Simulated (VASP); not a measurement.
# Mg: single point with PBEsol+D3(BJ)

Crystal: Mg.

```
Mg
1.0
     3.09433    0.00000    0.00000
    -1.54717    2.67977    0.00000
     0.00000    0.00000    5.16429
Mg
2
Direct
  0.66667 0.33333 0.75000
  0.33333 0.66667 0.25000
```

```json
{
  "Program": "VASP 6.6.1",
  "Task": "single point",
  "Functional": "PBEsol",
  "Dispersion": "D3(BJ)",
  "Potentials or basis": "VASP PAW PBE potentials, release 64 (Mg)",
  "Cutoff": "600 eV",
  "k mesh": "10 × 10 × 5",
  "Occupations": "fermi-dirac, width 0.05 eV",
  "Spin": "no spin polarisation",
  "Dipole correction": "no",
  "Further INCAR settings": "ALGO = Normal; EDIFF = 1e-06; NBANDS = 9"
}
```

| Quantity | Value |
| --- | --- |
| Pressure | 0.0 GPa |
| Band gap on the k mesh | zero (band 2 reaches 3.50 eV, above the bottom of band 3 at 1.47 eV) |
| Dispersion energy per atom | -0.281 eV |

Levels at points of the mesh, in eV from the Fermi level:
| k point | band 1 | band 2 | band 3 | band 4 | band 5 |
| --- | --- | --- | --- | --- | --- |
| (0.00, 0.00, 0.00) | -7.29 | -2.00 | -1.55 | 11.59 | 11.59 |
| (0.50, 0.00, 0.00) | -2.25 | -2.14 | 2.67 | 2.93 | 3.24 |

Wall time 19 s on 1 thread of Intel(R) Xeon(R) Platinum 8488C (Sapphire Rapids), on a shared host, peak memory 0.18 GiB.

Caveat: the PAW data sets were made with another functional, which shifts forces and pressure a little; pairwise dispersion overbinds metals, which lowers pressure and volume.
